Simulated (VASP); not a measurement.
# As (Cmce) in VASP: notebook, part 2 of 2

VASP 6.6.1. Earlier steps stand in the parts before.

### Step 3. Single point, PBE (26.66 Å³/atom)

This run uses another cell than the first one, of 26.66 Å³/atom.

INCAR reads:

```
PREC = Accurate
ENCUT = 500
EDIFF = 1E-6
ISMEAR = -1
SIGMA = 0.1
LREAL = F
LASPH = T
NELM = 120
ALGO = Normal
ISIF = 2
LWAVE = F
LCHARG = T
GGA = PE
LELF = T
LVHAR = T
NBANDS = 18
GGA_COMPAT = F
```

KPOINTS reads:

```
regular mesh
0
Gamma
  10 10 8
```

POSCAR reads:

```
As
1.0
    1.9008746709     -5.8545418277      0.0000000000
    1.9008746709      5.8545418277      0.0000000000
    0.0000000000      0.0000000000      4.7904405027
As
4
Direct
    0.1059894032      0.8940105968      0.9312775131
    0.6059894032      0.3940105968      0.5687224869
    0.8940105968      0.1059894032      0.0687224869
    0.3940105968      0.6059894032      0.4312775131
```

Potentials or basis: VASP PAW PBE potentials, release 64 (As).

Command:

```bash
cat potpaw_PBE.64/As/POTCAR > POTCAR
mpirun -np 1 vasp_std > vasp.out
```

OUTCAR:

```text
PREC = Accurate
   ENCUT = 500
   EDIFF = 1E-6
   ISMEAR = -1
   LREAL = F
   LASPH = T
   NELM = 120
   ISIF = 2
   GGA = PE

 ion  position               nearest neighbor table
   1  0.106  0.894  0.931-   3 2.57   2 2.57   2 2.57
   2  0.606  0.394  0.569-   4 2.57   1 2.57   1 2.57
   3  0.894  0.106  0.069-   1 2.57   4 2.57   4 2.57
   4  0.394  0.606  0.431-   2 2.57   3 2.57   3 2.57

  LATTYP: Found a base centered orthorhombic cell.
 ALAT       =     3.8017493418
 B/A-ratio  =     3.0799199533
 C/A-ratio  =     1.2600621640

  Lattice vectors:

 A1 = (   1.9008746709,  -5.8545418277,   0.0000000000)
 A2 = (   1.9008746709,   5.8545418277,   0.0000000000)
 A3 = (   0.0000000000,   0.0000000000,   4.7904405027)

Analysis of symmetry for initial positions (statically):
=====================================================================
 Subroutine PRICEL returns:
 Original cell was already a primitive cell.

 Routine SETGRP: Setting up the symmetry group for a
 base centered orthorhombic supercell.

 Subroutine GETGRP returns: Found  8 space group operations
 (whereof  4 operations were pure point group operations)
 out of a pool of  8 trial point group operations.

The static configuration has the point symmetry C_2h.
 The point group associated with its full space group is D_2h.

Analysis of symmetry for dynamics (positions and initial velocities):
=====================================================================
 Subroutine PRICEL returns:
 Original cell was already a primitive cell.

 Routine SETGRP: Setting up the symmetry group for a
 base centered orthorhombic supercell.

 Subroutine GETGRP returns: Found  8 space group operations
 (whereof  4 operations were pure point group operations)
 out of a pool of  8 trial point group operations.

The dynamic configuration has the point symmetry C_2h.
 The point group associated with its full space group is D_2h.

 Subroutine INISYM returns: Found  8 space group operations
 (whereof  4 operations are pure point group operations),
 and found     1 'primitive' translations

----------------------------------------------------------------------------------------

                                     Primitive cell

  volume of cell :     106.6232

  direct lattice vectors                    reciprocal lattice vectors
     1.900874671 -5.854541828  0.000000000     0.263036805 -0.085403780  0.000000000
     1.900874671  5.854541828  0.000000000     0.263036805  0.085403780  0.000000000
     0.000000000  0.000000000  4.790440503     0.000000000  0.000000000  0.208749070

  length of vectors
     6.155402873  6.155402873  4.790440503     0.276554093  0.276554093  0.208749070

  position of ions in fractional coordinates (direct lattice)
     0.105989403  0.894010597  0.931277513
     0.605989403  0.394010597  0.568722487
     0.894010597  0.105989403  0.068722487
     0.394010597  0.605989403  0.431277513

  ion indices of the primitive-cell ions
   primitive index   ion index
                 1           1
                 2           2
                 3           3
                 4           4

----------------------------------------------------------------------------------------

 KPOINTS: regular mesh

Automatic generation of k-mesh.
 Grid dimensions read from file:
 generate k-points for:   10   10    8

 Generating k-lattice:

  Cartesian coordinates                     Fractional coordinates (reciprocal lattice)
     0.026303680 -0.008540378  0.000000000     0.100000000  0.000000000  0.000000000
     0.026303680  0.008540378  0.000000000     0.000000000  0.100000000  0.000000000
     0.000000000  0.000000000  0.026093634     0.000000000  0.000000000  0.125000000

  Length of vectors
     0.027655409  0.027655409  0.026093634

  Shift w.r.t. Gamma in fractional coordinates (k-lattice)
     0.000000000  0.000000000  0.000000000

 Subroutine IBZKPT returns following result:
 ===========================================

 Found    155 irreducible k-points:

 Following reciprocal coordinates:
            Coordinates               Weight
  0.000000  0.000000  0.000000      1.000000
  0.100000 -0.000000  0.000000      4.000000
  0.200000 -0.000000  0.000000      4.000000
  0.300000 -0.000000  0.000000      4.000000
  0.400000 -0.000000  0.000000      4.000000
  0.500000 -0.000000  0.000000      2.000000
[... 16 lines left out ...]
  0.300000  0.300000  0.000000      2.000000
  0.400000  0.300000  0.000000      4.000000
 [... further k-points ...]
   k-points           NKPTS =    155   k-points in BZ     NKDIM =    155   number of bands    NBANDS=     18
   number of dos      NEDOS =    301   number of ions     NIONS =      4
   total plane-waves  NPLWV =  82944
   dimension x,y,z NGX =    48 NGY =   48 NGZ =   36
   dimension x,y,z NGXF=    96 NGYF=   96 NGZF=   72
   ions per type =               4
   NGX,Y,Z   is equivalent  to a cutoff of  12.96, 12.96, 12.49 a.u.
   NGXF,Y,Z  is equivalent  to a cutoff of  25.93, 25.93, 24.99 a.u.
 SYSTEM =  unknown system
   PREC   = accura    normal or accurate (medium, high low for compatibility)
   ISTART =      0    job   : 0-new  1-cont  2-samecut
   ICHARG =      2    charge: 1-file 2-atom 10-const
   ISPIN  =      1    spin polarized calculation?
   LNONCOLLINEAR =      F non collinear calculations
   LSORBIT =      F    spin-orbit coupling
   LASPH  =      T    aspherical Exc in radial PAW
   ENCUT  =  500.0 eV  36.75 Ry    6.06 a.u.  11.22 11.22  8.73*2*pi/ulx,y,z
   NELM   =    120;   NELMIN=  2; NELMDL= -5     # of ELM steps
   EDIFF  = 0.1E-05   stopping-criterion for ELM
   LREAL  =      F    real-space projection
   EDIFFG = 0.1E-04   stopping-criterion for IOM
   NSW    =      0    number of steps for IOM
   IBRION =     -1    ionic relax: 0-MD 1-quasi-New 2-CG
   NFREE  =      0    steps in history (QN), initial steepest desc. (CG)
   ISIF   =      2    stress and relaxation
   ISYM   =      2    0-nonsym 1-usesym 2-fastsym
   POTIM  = 0.5000    time-step for ionic-motion
   TEBEG  =    0.0;   TEEND  =   0.0 temperature during run
   PSTRESS=    0.0 pullay stress
   NELECT =      20.0000    total number of electrons
   NUPDOWN=      -1.0000    fix difference up-down
   EMIN   =  10.00;   EMAX   =-10.00  energy-range for DOS
   EFERMI =   0.00;   METHOD = LEGACY
   ISMEAR =    -1;   SIGMA  =   0.10  broadening in eV -4-tet -1-fermi 0-gaus
   EFERMI_NEDOS =   21; number of points for ismear=-14 and -15
   IALGO  =     38    algorithm
   IMIX   =      4    mixing-type and parameters
     AMIX     =   0.40;   BMIX     =  1.00
     AMIX_MAG =   1.60;   BMIX_MAG =  1.00
  volume/ion in A,a.u.               =      26.66       179.88
  Fermi-wavevector in a.u.,A,eV,Ry     =   0.937132  1.770923 11.948866  0.878217
  Thomas-Fermi vector in A             =   2.064212
   LORBIT       =      0    0 simple, 1 ext, 2 COOP (PROOUT), +10 PAW based schemes
   GGA     = PE    functional components
   LHFCALC =     F    Hartree Fock is set to
   AEXX    =    0.0000 exact exchange contribution
   IVDW    =     0    specifies the selected vdW correction
   LEPSILON=     F    determine dielectric tensor
   LRPA    =     F    only Hartree local field effects (RPA)
 non-spin polarized calculation
  energy-cutoff  :      500.00
  volume of cell :      106.62
 maximum number of plane-waves:      2731
 NGX is ok and might be reduce to    48
   NGX = 23   NGY = 23   NGZ = 17

 number of electron      20.0000000 magnetization

 Free energy of the ion-electron system (eV)
  ---------------------------------------------------
  ext. energy  EPLUGINS =         0.00000000
  ---------------------------------------------------
  free energy    TOTEN  =       -18.52324627 eV

  energy without entropy =      -18.51759124  energy(sigma->0) =      -18.52041875

 E-fermi :   3.2668     XC(G=0):  -8.9510

 val. band max:        3.1682217682   @ k =   0.5000   0.5000   0.0000
 cond. band min:       3.2810970478   @ k =   0.5000   0.5000   0.0000
 fundamental gap:      0.1128752796
 Fermi energy:         3.2668181972

 k-point     1 :       0.0000    0.0000    0.0000
  band No.  band energies     occupation
      1     -10.5243      2.00000
      2      -8.3426      2.00000
      3      -6.1270      2.00000
      4      -3.3263      2.00000
      5      -1.8251      2.00000
      6      -0.2789      2.00000
[... 10 lines left out ...]
     17      10.3409      0.00000
     18      10.4268      0.00000
[... 466 lines left out ...]
      2      -7.9385      2.00000
      3      -7.0617      2.00000
      4      -4.6745      2.00000
      5      -0.6121      2.00000
      6      -0.2681      2.00000
[... 10 lines left out ...]
     17       9.8937      0.00000
     18      10.2670      0.00000

 [... further k-points ...]
[... 5 lines left out ...]
  --------------------------------------------------------------------------------------
  -------------------------------------------------------------------------------------
  Total       -2.7618297     -2.2400057     -2.2819470      0.0000000      0.0000000      0.0000000
  in kB      -41.5007207    -33.6595162    -34.2897479      0.0000000      0.0000000      0.0000000
  external PRESSURE =     -36.4833283 kB  Pullay stress =       0.0000000 kB

 VOLUME and BASIS-vectors are now :
 -----------------------------------------------------------------------------
  energy-cutoff  :      500.00
  volume of cell :      106.62
      direct lattice vectors                 reciprocal lattice vectors
     1.900874671 -5.854541828  0.000000000     0.263036805 -0.085403780  0.000000000
     1.900874671  5.854541828  0.000000000     0.263036805  0.085403780  0.000000000
     0.000000000  0.000000000  4.790440503     0.000000000  0.000000000  0.208749070

 POSITION                                       TOTAL-FORCE (eV/Angst)
 -----------------------------------------------------------------------------------
      1.90087      4.61350      4.46123         0.000000      0.382171     -0.329127
      1.90087     -1.24104      2.72443         0.000000      0.382171      0.329127
      1.90087     -4.61350      0.32921         0.000000     -0.382171      0.329127
      1.90087      1.24104      2.06601         0.000000     -0.382171     -0.329127
 -----------------------------------------------------------------------------------
    total drift:                                0.000000      0.000000      0.000000

  FREE ENERGIE OF THE ION-ELECTRON SYSTEM (eV)
  ---------------------------------------------------
  free  energy   TOTEN  =       -18.5232462693 eV

  energy  without entropy=      -18.5175912403  energy(sigma->0) =      -18.52041875
```

OSZICAR:

```text
N       E                     dE             d eps       ncg     rms          rms(c)
DAV:   1     0.649721300991E+02    0.64972E+02   -0.74205E+03  5580   0.877E+02
DAV:   2    -0.138531520886E+02   -0.78825E+02   -0.75975E+02  7702   0.135E+02
DAV:   3    -0.185300163288E+02   -0.46769E+01   -0.46476E+01  6844   0.346E+01
DAV:   4    -0.185696854288E+02   -0.39669E-01   -0.39649E-01  6740   0.366E+00
DAV:   5    -0.185699280397E+02   -0.24261E-03   -0.24259E-03  6598   0.301E-01    0.409E+00
DAV:   6    -0.185397829097E+02    0.30145E-01   -0.14217E-02  6246   0.694E-01    0.246E+00
DAV:   7    -0.185227967306E+02    0.16986E-01   -0.33981E-02  5914   0.106E+00    0.149E-01
DAV:   8    -0.185230729684E+02   -0.27624E-03   -0.11631E-03  6146   0.184E-01    0.635E-02
DAV:   9    -0.185232500008E+02   -0.17703E-03   -0.30269E-04  6346   0.973E-02    0.191E-02
DAV:  10    -0.185232460930E+02    0.39078E-05   -0.14635E-05  6230   0.216E-02    0.806E-03
DAV:  11    -0.185232462693E+02   -0.17628E-06   -0.47045E-06  6290   0.117E-02
   1 F= -.18523246E+02 E0= -.18520419E+02  d E =-.565503E-02
```

stdout:

```text
POSCAR found type information on POSCAR As
 POSCAR found :  1 types and       4 ions
 scaLAPACK will be used
 LDA part: xc-table for (Slater+PW92), standard interpolation
 POSCAR, INCAR and KPOINTS ok, starting setup
 FFT: planning ... GRIDC
 FFT: planning ... GRID_SOFT
 FFT: planning ... GRID
 WAVECAR not read
 entering main loop
```

Run time: 4.9 min. Hardware: 1 thread of Intel Xeon Platinum 8259CL at 2.50GHz (Skylake/Cascade Lake), shared host; peak memory 0.41 GiB.

Results:

- Free energy: -18.5232 eV
- Pressure: -3.6 GPa
- Largest force: 0.504 eV/Å

Forces in eV/Å, atoms in the order of the input:
```
As   0.000  0.382 -0.329
As   0.000  0.382  0.329
As   0.000 -0.382  0.329
As   0.000 -0.382 -0.329
```

Caveat: the cell stands under tension.

### Step 4. Single point, PBE (27.64 Å³/atom)

This run uses another cell than the first one, of 27.64 Å³/atom.

Edit INCAR of step 3 so:

```diff
@@ -11,6 +11,4 @@
 LWAVE = F
-LCHARG = T
+LCHARG = F
 GGA = PE
-LELF = T
-LVHAR = T
 NBANDS = 18
```

KPOINTS reads:

```
Automatic mesh
0
Gamma
  10 10 8
```

POSCAR reads:

```
As
1.0
    1.9240583542     -5.9259457165      0.0000000000
    1.9240583542      5.9259457165      0.0000000000
    0.0000000000      0.0000000000      4.8488662670
As
4
Direct
    0.1059894032      0.8940105968      0.9312775131
    0.6059894032      0.3940105968      0.5687224869
    0.8940105968      0.1059894032      0.0687224869
    0.3940105968      0.6059894032      0.4312775131
```

Command:

```bash
cat potpaw_PBE.64/As/POTCAR > POTCAR
mpirun -np 1 vasp_std > vasp.out
```

Run time: 4.8 min. Hardware: 1 thread of Intel Xeon Platinum 8259CL at 2.50GHz (Skylake/Cascade Lake), shared host; peak memory 0.41 GiB.

The run converged. Its results:

| Property | Result |
| --- | --- |
| Free energy | -18.4152 eV |
| Pressure | -5.1 GPa |
| Largest force | 0.731 eV/Å |

Forces on the atoms (eV/Å):
```
As   0.000  0.552 -0.480
As   0.000  0.552  0.480
As   0.000 -0.552  0.480
As   0.000 -0.552 -0.480
```

Stress tensor (GPa, compression positive):
```
-5.72  0.00  0.00
 0.00 -4.70  0.00
 0.00  0.00 -4.79
```

Levels at points of the mesh, in eV from the Fermi level:
```csv
k point,band 6,band 7,band 8,band 9,band 10,band 11,band 12,band 13,band 14,band 15
"(0.00, 0.00, 0.00)",-3.38,-2.62,-1.77,-1.56,-0.86,1.60,1.85,2.09,2.76,4.13
"(0.50, 0.00, 0.00)",-3.38,-2.31,-2.31,-2.01,-2.01,0.92,0.92,1.37,1.37,2.91
"(0.50, 0.50, 0.00)",-3.67,-2.82,-1.23,-1.21,-0.13,0.05,1.84,1.95,2.55,4.22
"(0.00, 0.00, 0.50)",-3.40,-1.84,-1.84,-0.78,-0.78,0.72,0.72,2.22,2.22,4.02
"(0.50, 0.00, 0.50)",-4.46,-3.78,-3.78,-1.51,-1.51,1.97,1.97,3.72,3.72,5.19
"(0.50, 0.50, 0.50)",-1.98,-1.90,-1.90,-1.10,-1.10,1.13,1.13,1.72,1.72,2.50
```

Caveat: the cell stands under tension.

### Step 5. Relaxation of cell and atoms, PBE

This run uses another cell than the first one, of 22.13 Å³/atom.

INCAR reads:

```
  PREC = Accurate
  ENCUT = 500
  EDIFF = 1E-7
  ISMEAR = -1
  SIGMA = 0.1
  LREAL = False
  LASPH = True
  NELM = 120
  ALGO = Normal
  ISIF = 3
  LWAVE = False
  LCHARG = False
  GGA = PE
  IBRION = 2
  NSW = 80
  EDIFFG = -0.01
  GGA_COMPAT = False
  NELMIN = 4
```

KPOINTS reads:

```
regular mesh
0
Gamma
  9 9 7
```

POSCAR reads:

```
As
1.0
    1.8150000000     -5.4800000000      0.0000000000
    1.8150000000      5.4800000000      0.0000000000
    0.0000000000      0.0000000000      4.4500000000
As
4
Direct
    0.0980000000      0.9020000000      0.9100000000
    0.5980000000      0.4020000000      0.5900000000
    0.9020000000      0.0980000000      0.0900000000
    0.4020000000      0.5980000000      0.4100000000
```

Command:

```bash
cat potpaw_PBE.64/As/POTCAR > POTCAR
mpirun -np 1 vasp_std > vasp.out
```

It took 22 min on 1 thread of Intel Xeon Platinum 8259CL at 2.50GHz (Skylake/Cascade Lake), shared host; peak memory 0.3 GiB.

Results (log left out):

| Item | Value |
| --- | --- |
| Free energy | -18.6145 eV |
| Relaxed volume | 24.74 Å³/atom |
| Relaxed cell | a = 6.024 Å, b = 6.024 Å, c = 4.647 Å, α = 90.00°, β = 90.00°, γ = 144.06° |
| Space group after relaxing (to 0.1 Å) | Cmce (No. 64) |
| Energy gained by relaxing | 348.9 meV/atom |
| Ionic steps | 20 |
| Pressure after relaxing | 0.0 GPa |
| Largest force after relaxing | 0.008 eV/Å |

Forces in eV/Å, atoms in the order of the input:
```
As   0.000 -0.007  0.004
As   0.000 -0.007 -0.004
As   0.000  0.007 -0.004
As   0.000  0.007  0.004
```

Stress tensor (GPa, compression positive):
```
-0.06  0.00  0.00
 0.00 -0.01  0.00
 0.00  0.00  0.05
```

Step by step:
```
step  energy change (eV)  largest force (eV/Å)  pressure (GPa)  volume (Å³)
   1              0.0000                3.3269           18.90        88.52
   2             -0.2752                1.5578           -9.31       126.36
   3             -1.3325                0.2662           -1.48       105.69
   4             -1.3358                0.3287           -0.95       104.92
   5             -1.3360                0.3621           -0.71       104.57
   6             -1.3769                0.1578           -0.51       103.27
   7             -1.3902                0.0864           -0.33       102.11
   8             -1.3903                0.0975           -0.31       102.02
   9             -1.3920                0.0618            0.13       101.11
  10             -1.3924                0.0358           -0.01       101.39
  11             -1.3928                0.0251           -0.06       101.31
  12             -1.3935                0.0216           -0.23       101.07
  13             -1.3928                0.0886           -0.57       100.58
  14             -1.3935                0.0375           -0.32       100.94
  15             -1.3937                0.0359           -0.31       100.87
  16             -1.3940                0.0310           -0.28       100.65
  17             -1.3947                0.0215           -0.21       100.22
  18             -1.3953                0.0077           -0.06        99.35
  19             -1.3954                0.0112            0.00        99.01
  20             -1.3954                0.0083           -0.01        98.98
```

Final structure:
```
As
1.0
     1.85842   -5.73016    0.00000
     1.85842    5.73016    0.00000
     0.00000    0.00000    4.64736
As
4
Direct
  0.10582 0.89418 0.93234
  0.60582 0.39418 0.56766
  0.89418 0.10582 0.06766
  0.39418 0.60582 0.43234
```

Levels at points of the mesh, in eV from the Fermi level:
```tsv
k point	band 8	band 9	band 10	band 11	band 12	band 13
(0.00, 0.00, 0.00)	-2.06	-1.77	-0.92	1.65	1.80	2.22
```

### Step 6. Summary

```csv
task,cell,k mesh,pressure (GPa),largest force (eV/Å)
single point,"a = 6.078, b = 6.078, c = 4.731 Å, angles 90.0, 90.0, 144.0°, 4 atoms, atomic positions A",10 × 10 × 8,-1.9,0.24
single point,"a = 6.155, b = 6.155, c = 4.790 Å, angles 90.0, 90.0, 144.0°, 4 atoms, atomic positions A",10 × 10 × 8,-3.6,0.50
single point,"a = 6.230, b = 6.230, c = 4.849 Å, angles 90.0, 90.0, 144.0°, 4 atoms, atomic positions A",10 × 10 × 8,-5.1,0.73
relaxation of cell and atoms,"relaxed from a = 5.773, b = 5.773, c = 4.450 Å, angles 90.0, 90.0, 143.3°, 4 atoms, atomic positions B",9 × 9 × 7,0.0,0.01
```

Alike in all rows: level PBE; potentials or basis VASP PAW PBE potentials, release 64 (As); no spin polarisation; cutoff (eV) 500; smearing fermi-dirac 0.1 eV.

Caveats: the cell stands under tension (at least some runs).

Absolute energies hang on the potentials; compare differences alone.
